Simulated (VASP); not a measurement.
# HfO2 (Fm-3m) in VASP: notebook, part 2 of 2

VASP 6.6.1.

## 3. Single point, PBEsol

INCAR reads:

```
ALGO = Normal
EDIFF = 1E-6
ENCUT = 600
GGA = PS
GGA_COMPAT = False
ISIF = 2
ISMEAR = 1
LASPH = True
LCHARG = False
LREAL = False
LWAVE = False
NBANDS = 18
NELM = 120
PREC = Accurate
SIGMA = 0.05
```

KPOINTS reads:

```
k-points
0
Gamma
  6 6 6
```

POSCAR reads:

```
HfO2
1.0
    0.0000000000      2.5575000000      2.5575000000
    2.5575000000      0.0000000000      2.5575000000
    2.5575000000      2.5575000000      0.0000000000
Hf O
1 2
Direct
    0.0000000000      0.0000000000      0.0000000000
    0.2500000000      0.2500000000      0.2500000000
    0.7500000000      0.7500000000      0.7500000000
```

Potentials or basis: VASP PAW PBE potentials, release 64 (Hf_pv, O).

On the command line:

```sh
> cat potpaw_PBE.64/Hf_pv/POTCAR potpaw_PBE.64/O/POTCAR > POTCAR
> mpirun -np 1 vasp_std > vasp.out
```

OUTCAR:

```text
EDIFF = 1E-6
   ENCUT = 600
   GGA = PS
   ISIF = 2
   ISMEAR = 1
   LASPH = True
   LREAL = False
   NELM = 120
   PREC = Accurate

 ion  position               nearest neighbor table
   1  0.000  0.000  0.000-   3 2.21   3 2.21   3 2.21   2 2.21   3 2.21   2 2.21   2 2.21   2 2.21

   2  0.250  0.250  0.250-   1 2.21   1 2.21   1 2.21   1 2.21
   3  0.750  0.750  0.750-   1 2.21   1 2.21   1 2.21   1 2.21

  LATTYP: Found a face centered cubic cell.
 ALAT       =     5.1150000000

  Lattice vectors:

 A1 = (   0.0000000000,   2.5575000000,   2.5575000000)
 A2 = (   2.5575000000,   0.0000000000,   2.5575000000)
 A3 = (   2.5575000000,   2.5575000000,   0.0000000000)

Analysis of symmetry for initial positions (statically):
=====================================================================
 Subroutine PRICEL returns:
 Original cell was already a primitive cell.

 Routine SETGRP: Setting up the symmetry group for a
[... 157 lines left out ...]
  ---------------------------------------------------
  free energy    TOTEN  =       -31.56312034 eV

  energy without entropy =      -31.56316061  energy(sigma->0) =      -31.56313377

 E-fermi :   3.9467     XC(G=0): -11.9634

 val. band max:        3.9045908945   @ k =   0.5000   0.5000   0.0000
 cond. band min:       7.5086017829   @ k =   0.5000   0.5000   0.0000
 fundamental gap:      3.6040108884
 Fermi energy:         3.9466844939

 k-point     1 :       0.0000    0.0000    0.0000
  band No.  band energies     occupation
      1     -25.8412      2.00000
      2     -25.8412      2.00000
      3     -25.8412      2.00000
      4     -14.6169      2.00000
      5     -11.6521      2.00000
      6      -1.3337      2.00000
[... 313 lines left out ...]
      5     -12.6326      2.00000
      6      -1.8988      2.00000
[... 10 lines left out ...]
     17      16.5922      0.00000
     18      17.1533      0.00000

------------------------ aborting loop because EDIFF is reached ----------------------------------------

  FORCE on cell =-STRESS in cart. coord.  units (eV):
  Direction    XX          YY          ZZ          XY          YZ          ZX
  --------------------------------------------------------------------------------------
  -------------------------------------------------------------------------------------
  Total       -2.8703356     -2.8703356     -2.8703356      0.0000000      0.0000000      0.0000000
  in kB     -137.4568337   -137.4568337   -137.4568337      0.0000000      0.0000000      0.0000000
  external PRESSURE =    -137.4568337 kB  Pullay stress =       0.0000000 kB

 VOLUME and BASIS-vectors are now :
 -----------------------------------------------------------------------------
  energy-cutoff  :      600.00
  volume of cell :       33.46
      direct lattice vectors                 reciprocal lattice vectors
     0.000000000  2.557500000  2.557500000    -0.195503421  0.195503421  0.195503421
     2.557500000  0.000000000  2.557500000     0.195503421 -0.195503421  0.195503421
     2.557500000  2.557500000  0.000000000     0.195503421  0.195503421 -0.195503421

 POSITION                                       TOTAL-FORCE (eV/Angst)
 -----------------------------------------------------------------------------------
      0.00000      0.00000      0.00000        -0.000000     -0.000000      0.000000
      1.27875      1.27875      1.27875        -0.000000     -0.000000     -0.000000
      3.83625      3.83625      3.83625         0.000000      0.000000      0.000000
 -----------------------------------------------------------------------------------
    total drift:                                0.000000     -0.000000      0.000000

  FREE ENERGIE OF THE ION-ELECTRON SYSTEM (eV)
  ---------------------------------------------------
  free  energy   TOTEN  =       -31.5631203416 eV

  energy  without entropy=      -31.5631606145  energy(sigma->0) =      -31.56313377
```

stdout:

```text
POSCAR found type information on POSCAR HfO
 POSCAR found :  2 types and       3 ions
 scaLAPACK will be used
 -----------------------------------------------------------------------------
|                                                                             |
|                                                                             |
|     You enforced a specific xc type in the INCAR file but a different       |
|     I HOPE YOU KNOW WHAT YOU ARE DOING!                                     |
|                                                                             |
 -----------------------------------------------------------------------------

 LDA part: xc-table for (Slater+PW92), standard interpolation
 POSCAR, INCAR and KPOINTS ok, starting setup
 FFT: planning ... GRIDC
 FFT: planning ... GRID_SOFT
 FFT: planning ... GRID
 WAVECAR not read
 entering main loop
```

Run time: 22 s. Hardware: 1 thread of Intel Xeon 8259CL, shared host; peak memory 0.17 GiB.

Results:

```yaml
Free_energy: -31.5631 eV
Pressure: -13.7 GPa
Band_gap_on_the_k_mesh: 3.60 eV, direct
```

Caveat: the PAW data sets were made with another functional, which shifts forces and pressure a little; spin-orbit coupling is left out, which moves the levels of the heavy elements.
